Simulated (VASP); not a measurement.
# Be (P2_1/m) in VASP: single point with PBE+D3(BJ)

Aim: the single point of Be with PBE+D3(BJ).

All numbers are computed with VASP 6.6.1; they aren't measurements. Logs are shortened: lines on timing, memory, paths and dates and some standing lists are left out, and cuts for length are marked.

## 1. The cell of the first run

Symmetry: P2_1/m, No. 11, monoclinic system. Conventional cell: a = 2.214 Å, b = 3.500 Å, c = 2.214 Å, α = 90.00°, β = 120.00°, γ = 90.00°. Be (site symmetry m) has 12 Be at 2.12 to 2.22 Å within 2.8 Å.

## 2. Single point, PBE+D3(BJ) (atoms displaced along a vibrational mode)

File INCAR:

```
SYSTEM = Be
PREC     = Accurate       ! precision mode
ENCUT    = 520            ! plane-wave cutoff, eV
EDIFF    = 1E-6           ! SCF threshold, eV
ISMEAR   = 0              ! smearing method
SIGMA    = 0.15           ! smearing width, eV
LREAL    = .False.        ! projectors in reciprocal space
LASPH    = .True.         ! aspherical terms in the spheres
NELM     = 100            ! most SCF steps
ALGO     = Fast           ! electronic algorithm
ISIF     = 2              ! what is computed and relaxed
LWAVE    = .False.        ! write WAVECAR
LCHARG   = .False.        ! write CHGCAR
GGA      = PE             ! functional
IVDW     = 12             ! dispersion correction
NBANDS   = 9              ! bands
```

File KPOINTS:

```
Automatic mesh
0
Gamma
  24 24 12
  0 0 0
```

File POSCAR:

```
Be
1.0
    2.2141966284      0.0000000000      0.0000000000
   -1.1070983142      1.9175505292      0.0000000000
    0.0000000000      0.0000000000      3.5001053904
Be
2
Direct
    0.3124228146      0.6666666667      0.2500000000
    0.6875771854      0.3333333333      0.7500000000
```

Potentials or basis: VASP PAW PBE potentials, release 64 (Be).

On the command line:

```bash
$ cat potpaw_PBE.64/Be/POTCAR > POTCAR
$ mpirun -np 1 vasp_std > vasp.out
```

OUTCAR:

```text
SYSTEM = Be
   PREC = Accurate
   ENCUT = 520
   EDIFF = 1E-6
   ISMEAR = 0
   LREAL = .False.
   LASPH = .True.
   NELM = 100
   ISIF = 2
   GGA = PE
   IVDW = 12
 IVDW          = 12

 ion  position               nearest neighbor table
   1  0.312  0.667  0.250-   2 2.12   2 2.12   2 2.17   2 2.17   2 2.22   2 2.22
   2  0.688  0.333  0.750-   1 2.12   1 2.12   1 2.17   1 2.17   1 2.22   1 2.22

  LATTYP: Found a hexagonal cell.
 ALAT       =     2.2141966284
 C/A-ratio  =     1.5807563545

  Lattice vectors:

 A1 = (   2.2141966284,   0.0000000000,   0.0000000000)
 A2 = (  -1.1070983142,   1.9175505292,   0.0000000000)
 A3 = (   0.0000000000,   0.0000000000,   3.5001053904)

Analysis of symmetry for initial positions (statically):
=====================================================================
 Subroutine PRICEL returns:
 Original cell was already a primitive cell.

 Routine SETGRP: Setting up the symmetry group for a
 hexagonal supercell.

 Subroutine GETGRP returns: Found  4 space group operations
 (whereof  2 operations were pure point group operations)
 out of a pool of 24 trial point group operations.

The static configuration has the point symmetry S_2 .
 The point group associated with its full space group is C_2h.

Analysis of symmetry for dynamics (positions and initial velocities):
=====================================================================
 Subroutine PRICEL returns:
 Original cell was already a primitive cell.

 Routine SETGRP: Setting up the symmetry group for a
 hexagonal supercell.

 Subroutine GETGRP returns: Found  4 space group operations
 (whereof  2 operations were pure point group operations)
 out of a pool of 24 trial point group operations.

The dynamic configuration has the point symmetry S_2 .
 The point group associated with its full space group is C_2h.

 Subroutine INISYM returns: Found  4 space group operations
 (whereof  2 operations are pure point group operations),
 and found     1 'primitive' translations

----------------------------------------------------------------------------------------

                                     Primitive cell

  volume of cell :      14.8609

  direct lattice vectors                    reciprocal lattice vectors
     2.214196628  0.000000000  0.000000000     0.451631073  0.260749322  0.000000000
    -1.107098314  1.917550529  0.000000000     0.000000000  0.521498644  0.000000000
     0.000000000  0.000000000  3.500105390     0.000000000  0.000000000  0.285705683

  length of vectors
     2.214196628  2.214196628  3.500105390     0.521498644  0.521498644  0.285705683

  position of ions in fractional coordinates (direct lattice)
     0.312422815  0.666666667  0.250000000
     0.687577185  0.333333333  0.750000000

  ion indices of the primitive-cell ions
   primitive index   ion index
                 1           1
                 2           2

----------------------------------------------------------------------------------------

 KPOINTS: Automatic mesh

Automatic generation of k-mesh.
 Grid dimensions read from file:
 generate k-points for:   24   24   12

 Generating k-lattice:

  Cartesian coordinates                     Fractional coordinates (reciprocal lattice)
     0.018817961  0.010864555  0.000000000     0.041666667  0.000000000  0.000000000
     0.000000000  0.021729110  0.000000000     0.000000000  0.041666667  0.000000000
     0.000000000  0.000000000  0.023808807     0.000000000  0.000000000  0.083333333

  Length of vectors
     0.021729110  0.021729110  0.023808807

  Shift w.r.t. Gamma in fractional coordinates (k-lattice)
     0.000000000  0.000000000  0.000000000

 Subroutine IBZKPT returns following result:
 ===========================================

 Found   2030 irreducible k-points:

 Following reciprocal coordinates:
            Coordinates               Weight
  0.000000  0.000000  0.000000      1.000000
  0.041667  0.000000  0.000000      2.000000
  0.000000  0.041667  0.000000      2.000000
 -0.041667  0.041667  0.000000      2.000000
  0.083333  0.000000  0.000000      2.000000
  0.000000  0.083333  0.000000      2.000000
[... 16 lines left out ...]
  0.333333  0.000000  0.000000      2.000000
  0.000000  0.333333  0.000000      2.000000
 [... further k-points ...]
   k-points           NKPTS =   2030   k-points in BZ     NKDIM =   2030   number of bands    NBANDS=      9
   number of dos      NEDOS =    301   number of ions     NIONS =      2
   total plane-waves  NPLWV =   7168
   dimension x,y,z NGX =    16 NGY =   16 NGZ =   28
   dimension x,y,z NGXF=    32 NGYF=   32 NGZF=   56
   ions per type =               2
   NGX,Y,Z   is equivalent  to a cutoff of  12.01, 12.01, 13.30 a.u.
   NGXF,Y,Z  is equivalent  to a cutoff of  24.03, 24.03, 26.60 a.u.
 SYSTEM =  Be
   PREC   = accura    normal or accurate (medium, high low for compatibility)
   ISTART =      0    job   : 0-new  1-cont  2-samecut
   ICHARG =      2    charge: 1-file 2-atom 10-const
   ISPIN  =      1    spin polarized calculation?
   LNONCOLLINEAR =      F non collinear calculations
   LSORBIT =      F    spin-orbit coupling
   LASPH  =      T    aspherical Exc in radial PAW
   ENCUT  =  520.0 eV  38.22 Ry    6.18 a.u.   4.12  4.12  6.51*2*pi/ulx,y,z
   NELM   =    100;   NELMIN=  2; NELMDL= -5     # of ELM steps
   EDIFF  = 0.1E-05   stopping-criterion for ELM
   LREAL  =      F    real-space projection
[... 7 lines left out ...]
   TEBEG  =    0.0;   TEEND  =   0.0 temperature during run
   PSTRESS=    0.0 pullay stress
   NELECT =       4.0000    total number of electrons
   NUPDOWN=      -1.0000    fix difference up-down
   EMIN   =  10.00;   EMAX   =-10.00  energy-range for DOS
   EFERMI =   0.00;   METHOD = LEGACY
   ISMEAR =     0;   SIGMA  =   0.15  broadening in eV -4-tet -1-fermi 0-gaus
   EFERMI_NEDOS =   21; number of points for ismear=-14 and -15
   IALGO  =     68    algorithm
   IMIX   =      4    mixing-type and parameters
     AMIX     =   0.40;   BMIX     =  1.00
     AMIX_MAG =   1.60;   BMIX_MAG =  1.00
  volume/ion in A,a.u.               =       7.43        50.14
  Fermi-wavevector in a.u.,A,eV,Ry     =   1.057012  1.997464 15.201455  1.117275
  Thomas-Fermi vector in A             =   2.192270
   LORBIT       =      0    0 simple, 1 ext, 2 COOP (PROOUT), +10 PAW based schemes
   GGA     = PE    functional components
   LHFCALC =     F    Hartree Fock is set to
   AEXX    =    0.0000 exact exchange contribution
   IVDW    =    12    specifies the selected vdW correction
   LEPSILON=     F    determine dielectric tensor
   LRPA    =     F    only Hartree local field effects (RPA)
 non-spin polarized calculation
 RMM-DIIS sequential band-by-band and
 Gauss-broadening in eV      SIGMA  =   0.15
  energy-cutoff  :      520.00
  volume of cell :       14.86
 maximum number of plane-waves:       418
   NGX =  9   NGY =  9   NGZ = 13

 number of electron       4.0000000 magnetization

 Free energy of the ion-electron system (eV)
  ---------------------------------------------------
  ext. energy  EPLUGINS =         0.00000000
  ---------------------------------------------------
  free energy    TOTEN  =        -7.49103618 eV

  energy without entropy =       -7.48897845  energy(sigma->0) =       -7.49000732

 E-fermi :   7.5470     XC(G=0): -10.8114

 val. band max:        7.5465003143   @ k =  -0.2083   0.4583   0.0833
 cond. band min:       7.5481049482   @ k =   0.2917   0.2083   0.0000
 fundamental gap:      0.0016046339
 Fermi energy:         7.5470042764

 k-point     1 :       0.0000    0.0000    0.0000
  band No.  band energies     occupation
      1      -4.1499      2.00000
      2       2.8342      2.00000
      3       8.8074      0.00000
      4      24.1326      0.00000
      5      24.7784      0.00000
      6      26.8626      0.00000
      7      27.8696      0.00000
      8      29.4724      0.00000
      9      35.7258      0.00000

 k-point     2 :       0.0417    0.0000    0.0000
  band No.  band energies     occupation
      1      -4.0988      2.00000
      2       2.9029      2.00000
      3       8.8188      0.00000
      4      23.7478      0.00000
      5      24.3323      0.00000
      6      27.1085      0.00000
      7      27.8654      0.00000
      8      29.3682      0.00000
      9      34.4193      0.00000

 k-point     3 :       0.0000    0.0417    0.0000
  band No.  band energies     occupation
      1      -4.0988      2.00000
      2       2.9027      2.00000
      3       8.8201      0.00000
      4      23.7514      0.00000
      5      24.3423      0.00000
      6      26.9373      0.00000
      7      28.0089      0.00000
      8      29.3802      0.00000
      9      34.6582      0.00000

 k-point     4 :      -0.0417    0.0417    0.0000
  band No.  band energies     occupation
      1      -4.0987      2.00000
      2       2.9024      2.00000
      3       8.8217      0.00000
      4      23.8131      0.00000
      5      24.2385      0.00000
      6      26.9676      0.00000
      7      28.0141      0.00000
      8      29.3938      0.00000
      9      34.9355      0.00000
[... 205 lines left out ...]
 k-point    22 :      -0.2917    0.2917    0.0000
  band No.  band energies     occupation
      1      -1.6427      2.00000
      2       6.1400      2.00000
      3       8.7895      0.00000
      4      14.6932      0.00000
      5      19.0327      0.00000
      6      22.4938      0.00000
      7      23.3673      0.00000
      8      26.4434      0.00000
      9      28.6833      0.00000

 k-point    23 :       0.3333    0.0000    0.0000
  band No.  band energies     occupation
      1      -0.8736      2.00000
      2       7.1940      1.99913
      3       7.8571      0.00346
      4      14.6464      0.00000
      5      18.5242      0.00000
      6      20.0670      0.00000
      7      21.7309      0.00000
      8      25.9801      0.00000
      9      28.3165      0.00000

 k-point    24 :       0.0000    0.3333    0.0000
  band No.  band energies     occupation
      1      -0.8787      2.00000
      2       7.1630      1.99971
      3       8.0184      0.00001
      4      14.3159      0.00000
      5      18.5461      0.00000
      6      20.2713      0.00000
      7      21.8009      0.00000
      8      25.6403      0.00000
      9      28.9356      0.00000

 [... further k-points ...]

------------------------ aborting loop because EDIFF is reached ----------------------------------------

 Edisp (eV)   -0.75737

 E8    (eV) :    -0.2626

  FORCE on cell =-STRESS in cart. coord.  units (eV):
  Direction    XX          YY          ZZ          XY          YZ          ZX
  --------------------------------------------------------------------------------------
  -------------------------------------------------------------------------------------
  Total       0.02463     0.04964     0.03618     0.28501     0.00000     0.00000
  in kB       2.65583     5.35206     3.90045    30.72695     0.00000     0.00000
  external pressure =        3.97 kB  Pullay stress =        0.00 kB

 VOLUME and BASIS-vectors are now :
 -----------------------------------------------------------------------------
  energy-cutoff  :      520.00
  volume of cell :       14.86
      direct lattice vectors                 reciprocal lattice vectors
     2.214196628  0.000000000  0.000000000     0.451631073  0.260749322  0.000000000
    -1.107098314  1.917550529  0.000000000     0.000000000  0.521498644  0.000000000
     0.000000000  0.000000000  3.500105390     0.000000000  0.000000000  0.285705683

 POSITION                                       TOTAL-FORCE (eV/Angst)
 -----------------------------------------------------------------------------------
     -0.04630      1.27837      0.87503         0.359689      0.039021     -0.000000
      1.15340      0.63918      2.62508        -0.359689     -0.039021      0.000000
 -----------------------------------------------------------------------------------
    total drift:                                0.000000     -0.000000      0.000000

  FREE ENERGIE OF THE ION-ELECTRON SYSTEM (eV)
  ---------------------------------------------------
  free  energy   TOTEN  =        -8.2484071138 eV

  energy  without entropy=       -8.2463493873  energy(sigma->0) =       -8.24737825
```

It took 55 s on 1 thread of Intel Xeon 6975P-C (Granite Rapids), shared host; peak memory 0.33 GiB.

What came out:

```yaml
Free_energy: -8.2484 eV
Pressure: 0.4 GPa
Largest_force: 0.362 eV/Å
Band_gap_on_the_k_mesh: zero (bands 2 and 3 overlap by 2.18 eV)
Dispersion_energy_per_atom: -0.379 eV
```

Forces in eV/Å, atoms in the order of the input:
```
Be   0.360  0.039  0.000
Be  -0.360 -0.039  0.000
```

Caveat: the cell differs from its parent crystal (atoms displaced along a vibrational mode).
